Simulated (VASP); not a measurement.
# Bi3F (Im-3m) in VASP: further runs, part 2 of 2

VASP 6.6.1.

### 4 Single point, PBE

This run uses another cell than the first one, of 28.70 Å³/atom, 0.943 times its volume.

Contents of INCAR:

```
ALGO     = Normal         # electronic algorithm
EDIFF    = 1E-7           # SCF threshold, eV
ENCUT    = 520            # plane-wave cutoff, eV
GGA      = PE             # functional
ISIF     = 2              # what is computed and relaxed
ISMEAR   = 0              # smearing method
LASPH    = True           # aspherical terms in the spheres
LCHARG   = False          # write CHGCAR
LREAL    = False          # projectors in reciprocal space
LWAVE    = False          # write WAVECAR
NBANDS   = 34             # bands
NELM     = 100            # most SCF steps
PREC     = Accurate       # precision mode
SIGMA    = 0.1            # smearing width, eV
```

Contents of KPOINTS:

```
k-points
0
Gamma
  4 4 4
```

Contents of POSCAR:

```
Bi3F
1.0
   -3.0617016200      3.0617016200      3.0617016200
    3.0617016200     -3.0617016200      3.0617016200
    3.0617016200      3.0617016200     -3.0617016200
Bi F
3 1
Direct
    0.0000000000      0.5000000000      0.5000000000
    0.5000000000      0.0000000000      0.5000000000
    0.5000000000      0.5000000000      0.0000000000
    0.0000000000      0.0000000000      0.0000000000
```

Potentials or basis: VASP PAW PBE potentials, release 64 (Bi_d, F).

Started as:

```console
> cat potpaw_PBE.64/Bi_d/POTCAR potpaw_PBE.64/F/POTCAR > POTCAR
> mpirun -np 1 vasp_std > vasp.out
```

OUTCAR:

```text
EDIFF = 1E-7
   ENCUT = 520
   GGA = PE
   ISIF = 2
   ISMEAR = 0
   LASPH = True
   LREAL = False
   NELM = 100
   PREC = Accurate

 ion  position               nearest neighbor table
   1  0.000  0.500  0.500-   2 3.06   3 3.06   3 3.06   2 3.06
   2  0.500  0.000  0.500-   1 3.06   3 3.06   3 3.06   1 3.06
   3  0.500  0.500  0.000-   1 3.06   2 3.06   2 3.06   1 3.06
   4  0.000  0.000  0.000-

  LATTYP: Found a body centered cubic cell.
 ALAT       =     6.1234032400

  Lattice vectors:

 A1 = (  -3.0617016200,   3.0617016200,   3.0617016200)
 A2 = (   3.0617016200,  -3.0617016200,   3.0617016200)
 A3 = (   3.0617016200,   3.0617016200,  -3.0617016200)

Analysis of symmetry for initial positions (statically):
=====================================================================
 Subroutine PRICEL returns:
 Original cell was already a primitive cell.

 Routine SETGRP: Setting up the symmetry group for a
 body centered cubic supercell.

 Subroutine GETGRP returns: Found 48 space group operations
 (whereof 48 operations were pure point group operations)
 out of a pool of 48 trial point group operations.

The static configuration has the point symmetry O_h .

Analysis of symmetry for dynamics (positions and initial velocities):
=====================================================================
 Subroutine PRICEL returns:
 Original cell was already a primitive cell.

 Routine SETGRP: Setting up the symmetry group for a
 body centered cubic supercell.

 Subroutine GETGRP returns: Found 48 space group operations
 (whereof 48 operations were pure point group operations)
 out of a pool of 48 trial point group operations.

The dynamic configuration has the point symmetry O_h .

 Subroutine INISYM returns: Found 48 space group operations
 (whereof 48 operations are pure point group operations),
 and found     1 'primitive' translations

----------------------------------------------------------------------------------------

                                     Primitive cell

  volume of cell :     114.8018

  direct lattice vectors                    reciprocal lattice vectors
    -3.061701620  3.061701620  3.061701620     0.000000000  0.163307880  0.163307880
     3.061701620 -3.061701620  3.061701620     0.163307880  0.000000000  0.163307880
     3.061701620  3.061701620 -3.061701620     0.163307880  0.163307880  0.000000000

  length of vectors
     5.303022763  5.303022763  5.303022763     0.230952218  0.230952218  0.230952218

  position of ions in fractional coordinates (direct lattice)
     0.000000000  0.500000000  0.500000000
     0.500000000  0.000000000  0.500000000
     0.500000000  0.500000000  0.000000000
     0.000000000  0.000000000  0.000000000

  ion indices of the primitive-cell ions
   primitive index   ion index
                 1           1
                 2           2
                 3           3
                 4           4

----------------------------------------------------------------------------------------

 KPOINTS: k-points

Automatic generation of k-mesh.
 Grid dimensions read from file:
 generate k-points for:    4    4    4

 Generating k-lattice:

  Cartesian coordinates                     Fractional coordinates (reciprocal lattice)
     0.000000000  0.040826970  0.040826970     0.250000000  0.000000000  0.000000000
     0.040826970  0.000000000  0.040826970     0.000000000  0.250000000  0.000000000
     0.040826970  0.040826970  0.000000000     0.000000000  0.000000000  0.250000000

  Length of vectors
     0.057738055  0.057738055  0.057738055

  Shift w.r.t. Gamma in fractional coordinates (k-lattice)
     0.000000000  0.000000000  0.000000000

 Subroutine IBZKPT returns following result:
 ===========================================

 Found      8 irreducible k-points:

 Following reciprocal coordinates:
            Coordinates               Weight
  0.000000  0.000000  0.000000      1.000000
  0.250000  0.000000  0.000000     12.000000
  0.500000  0.000000  0.000000      6.000000
  0.250000  0.250000  0.000000     24.000000
  0.250000  0.250000  0.250000      2.000000
 -0.250000  0.250000  0.250000      6.000000
  0.500000  0.500000  0.250000     12.000000
  0.500000  0.500000  0.500000      1.000000
   k-points           NKPTS =      8   k-points in BZ     NKDIM =      8   number of bands    NBANDS=     34
   number of dos      NEDOS =    301   number of ions     NIONS =      4
   total plane-waves  NPLWV =  64000
   dimension x,y,z NGX =    40 NGY =   40 NGZ =   40
   dimension x,y,z NGXF=    80 NGYF=   80 NGZF=   80
   ions per type =               3   1
   NGX,Y,Z   is equivalent  to a cutoff of  12.54, 12.54, 12.54 a.u.
   NGXF,Y,Z  is equivalent  to a cutoff of  25.08, 25.08, 25.08 a.u.
 SYSTEM =  unknown system
   PREC   = accura    normal or accurate (medium, high low for compatibility)
   ISTART =      0    job   : 0-new  1-cont  2-samecut
   ICHARG =      2    charge: 1-file 2-atom 10-const
   ISPIN  =      1    spin polarized calculation?
   LNONCOLLINEAR =      F non collinear calculations
   LSORBIT =      F    spin-orbit coupling
   LASPH  =      T    aspherical Exc in radial PAW
   ENCUT  =  520.0 eV  38.22 Ry    6.18 a.u.   9.86  9.86  9.86*2*pi/ulx,y,z
   NELM   =    100;   NELMIN=  2; NELMDL= -5     # of ELM steps
   EDIFF  = 0.1E-06   stopping-criterion for ELM
   LREAL  =      F    real-space projection
   EDIFFG = 0.1E-05   stopping-criterion for IOM
   NSW    =      0    number of steps for IOM
   IBRION =     -1    ionic relax: 0-MD 1-quasi-New 2-CG
   NFREE  =      0    steps in history (QN), initial steepest desc. (CG)
   ISIF   =      2    stress and relaxation
   ISYM   =      2    0-nonsym 1-usesym 2-fastsym
   POTIM  = 0.5000    time-step for ionic-motion
   TEBEG  =    0.0;   TEEND  =   0.0 temperature during run
   PSTRESS=    0.0 pullay stress
   NELECT =      52.0000    total number of electrons
   NUPDOWN=      -1.0000    fix difference up-down
   EMIN   =  10.00;   EMAX   =-10.00  energy-range for DOS
   EFERMI =   0.00;   METHOD = LEGACY
   ISMEAR =     0;   SIGMA  =   0.10  broadening in eV -4-tet -1-fermi 0-gaus
   EFERMI_NEDOS =   21; number of points for ismear=-14 and -15
   IALGO  =     38    algorithm
   IMIX   =      4    mixing-type and parameters
     AMIX     =   0.40;   BMIX     =  1.00
     AMIX_MAG =   1.60;   BMIX_MAG =  1.00
  volume/ion in A,a.u.               =      28.70       193.68
  Fermi-wavevector in a.u.,A,eV,Ry     =   1.257264  2.375884 21.506897  1.580712
  Thomas-Fermi vector in A             =   2.390931
   LORBIT       =      0    0 simple, 1 ext, 2 COOP (PROOUT), +10 PAW based schemes
   GGA     = PE    functional components
   LHFCALC =     F    Hartree Fock is set to
   AEXX    =    0.0000 exact exchange contribution
   IVDW    =     0    specifies the selected vdW correction
   LEPSILON=     F    determine dielectric tensor
   LRPA    =     F    only Hartree local field effects (RPA)
 non-spin polarized calculation
 Gauss-broadening in eV      SIGMA  =   0.10
  energy-cutoff  :      520.00
  volume of cell :      114.80
 maximum number of plane-waves:      3132
   NGX = 19   NGY = 19   NGZ = 19

 number of electron      52.0000022 magnetization

 Free energy of the ion-electron system (eV)
  ---------------------------------------------------
  ext. energy  EPLUGINS =         0.00000000
  ---------------------------------------------------
  free energy    TOTEN  =       -14.11226850 eV

  energy without entropy =      -14.07557880  energy(sigma->0) =      -14.09392365

 E-fermi :   6.1578     XC(G=0):  -9.5837

 val. band max:        6.1426472581   @ k =   0.5000   0.5000   0.2500
 cond. band min:       6.1976550837   @ k =   0.2500   0.2500   0.0000
 fundamental gap:      0.0550078256
 Fermi energy:         6.1577507498

 k-point     1 :       0.0000    0.0000    0.0000
  band No.  band energies     occupation
      1     -17.4591      2.00000
      2     -17.4591      2.00000
      3     -17.3293      2.00000
      4     -17.2746      2.00000
      5     -17.2746      2.00000
      6     -17.2746      2.00000
[... 26 lines left out ...]
     33      12.0199      0.00000
     34      12.0199      0.00000
[... 228 lines left out ...]
      4     -17.2579      2.00000
      5     -17.2579      2.00000
      6     -17.2579      2.00000
[... 26 lines left out ...]
     33      12.5820      0.00000
     34      12.5820      0.00000

------------------------ aborting loop because EDIFF is reached ----------------------------------------

  FORCE on cell =-STRESS in cart. coord.  units (eV):
  Direction    XX          YY          ZZ          XY          YZ          ZX
  --------------------------------------------------------------------------------------
  -------------------------------------------------------------------------------------
  Total        1.7783751      1.7783751      1.7783751     -0.0000000      0.0000000      0.0000000
  in kB       24.8190619     24.8190619     24.8190619     -0.0000000      0.0000000      0.0000000
  external PRESSURE =      24.8190619 kB  Pullay stress =       0.0000000 kB

 VOLUME and BASIS-vectors are now :
 -----------------------------------------------------------------------------
  energy-cutoff  :      520.00
  volume of cell :      114.80
      direct lattice vectors                 reciprocal lattice vectors
    -3.061701620  3.061701620  3.061701620     0.000000000  0.163307880  0.163307880
     3.061701620 -3.061701620  3.061701620     0.163307880  0.000000000  0.163307880
     3.061701620  3.061701620 -3.061701620     0.163307880  0.163307880  0.000000000

 POSITION                                       TOTAL-FORCE (eV/Angst)
 -----------------------------------------------------------------------------------
      3.06170      0.00000      0.00000         0.000000     -0.000000     -0.000000
      0.00000      3.06170      0.00000         0.000000      0.000000      0.000000
      0.00000      0.00000      3.06170        -0.000000      0.000000     -0.000000
      0.00000      0.00000      0.00000        -0.000000      0.000000      0.000000
 -----------------------------------------------------------------------------------
    total drift:                               -0.000000     -0.000000      0.000000

  FREE ENERGIE OF THE ION-ELECTRON SYSTEM (eV)
  ---------------------------------------------------
  free  energy   TOTEN  =       -14.1122685008 eV

  energy  without entropy=      -14.0755787986  energy(sigma->0) =      -14.09392365
```

Run time: 46 s. Hardware: 1 thread of Intel Xeon Platinum 8259CL at 2.50GHz (Skylake/Cascade Lake), shared host; peak memory 0.24 GiB.

Results:

| Quantity | Value |
| --- | --- |
| Free energy | -14.1123 eV |
| Pressure | 2.5 GPa |
| Band gap on the k mesh | zero (band 26 reaches 7.39 eV, above the bottom of band 27 at 6.09 eV) |

Caveat: the k points lie up to 0.36 Å⁻¹ apart; spin-orbit coupling is left out, which moves the levels of the heavy elements.

### 5 Single point, PBE

This run uses another cell than the first one, of 30.50 Å³/atom, 1.003 times its volume.

Contents of INCAR:

```
SYSTEM = Bi3F
PREC = Accurate
ENCUT = 520
EDIFF = 1E-6
ISMEAR = 0
SIGMA = 0.1
LREAL = .False.
LASPH = .True.
NELM = 100
ALGO = Normal
ISIF = 2
LWAVE = .False.
LCHARG = .False.
GGA = PE
NBANDS = 34
```

Contents of KPOINTS:

```
regular mesh
0
Gamma
  4 4 4
  0 0 0
```

Contents of POSCAR:

```
Bi3F
1.0
   -3.1245199680      3.1245199680      3.1245199680
    3.1245199680     -3.1245199680      3.1245199680
    3.1245199680      3.1245199680     -3.1245199680
Bi F
3 1
Direct
    0.0000000000      0.5000000000      0.5000000000
    0.5000000000      0.0000000000      0.5000000000
    0.5000000000      0.5000000000      0.0000000000
    0.0000000000      0.0000000000      0.0000000000
```

Started as:

```console
> cat potpaw_PBE.64/Bi_d/POTCAR potpaw_PBE.64/F/POTCAR > POTCAR
> mpirun -np 1 vasp_std > vasp.out
```

Run time: 45 s. Hardware: 1 thread of Intel Xeon Platinum 8259CL at 2.50GHz (Skylake/Cascade Lake), shared host; peak memory 0.24 GiB.

The run converged. Its results:

```yaml
Free_energy: -14.1664 eV
Pressure: -0.2 GPa
Band_gap_on_the_k_mesh: zero (band 26 reaches 6.62 eV, above the bottom of band 27 at 5.44 eV)
```

Levels at points of the mesh, in eV from the Fermi level:
```
           k point  band 21  band 22  band 23  band 24  band 25  band 26  band 27  band 28  band 29  band 30
(0.00, 0.00, 0.00)    -4.03    -4.03    -3.59    -3.59    -3.59     0.38     0.38     0.38     3.45     3.45
(0.50, 0.00, 0.00)    -3.92    -3.60    -3.58    -1.86    -0.86    -0.26    -0.01     0.13     0.69     1.52
(0.50, 0.50, 0.50)    -5.13    -5.13    -3.25    -3.25    -3.25     1.16     1.16     1.16     5.74     5.74
```

Caveat: spin-orbit coupling is left out, which moves the levels of the heavy elements.

### 6 Overview

| task | cell | k mesh | cutoff (eV) | gap on the mesh (eV) | pressure (GPa) |
| --- | --- | --- | --- | --- | --- |
| single point | a = 5.407 Å, angles 109.5°, 4 atoms | 10 × 10 × 10 | 520 | none | -0.1 |
| relaxation of cell and atoms | relaxed from a = 5.412 Å, angles 109.5°, 4 atoms | 10 × 10 × 10 | 600 | none | 0.0 |
| single point | a = 5.303 Å, angles 109.5°, 4 atoms | 4 × 4 × 4 | 520 | none | 2.5 |
| single point | a = 5.412 Å, angles 109.5°, 4 atoms | 4 × 4 × 4 | 520 | none | -0.2 |

Alike in all rows: level PBE; potentials or basis VASP PAW PBE potentials, release 64 (Bi_d, F); no spin polarisation; smearing gaussian 0.1 eV.

Caveats: some runs use coarse meshes; spin-orbit coupling is left out, which moves the levels of the heavy elements.

Total energies depend on the potentials used, so only differences within one code and one set of settings carry meaning.
